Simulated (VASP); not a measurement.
Crystal: PbO2.

```
CELL_PARAMETERS angstrom
0.00000 2.70199 2.70199
2.70199 0.00000 2.70199
2.70199 2.70199 0.00000
ATOMIC_POSITIONS crystal
Pb 0.00000 0.00000 0.00000
O 0.75000 0.75000 0.75000
O 0.25000 0.25000 0.25000
```

Base run:

- Program: VASP 6.6.1
- Functional: PBE
- Potentials or basis: VASP PAW PBE potentials, release 64 (Pb_d, O)
- Cutoff: 520 eV
- k mesh: 9 × 9 × 9
- Occupations: gaussian, width 0.03 eV
- Spin: no spin polarisation

Its results: band gap on the k mesh zero (bands 13 and 14 overlap by 1.15 eV); pressure 0.6 GPa.

Problem. The run is repeated on the same cell with these changes: functional from PBE to PBEsol; occupations from gaussian, width 0.03 eV to fermi-dirac, width 0.05 eV. What comes out?

Solution. Band gap on the k mesh zero (bands 13 and 14 overlap by 1.17 eV); pressure -5.5 GPa.

Caveats: spin-orbit coupling is left out, which moves the levels of the heavy elements; the cell stands under tension (at least some runs); the PAW data sets were made with another functional, which shifts forces and pressure a little (at least some runs).
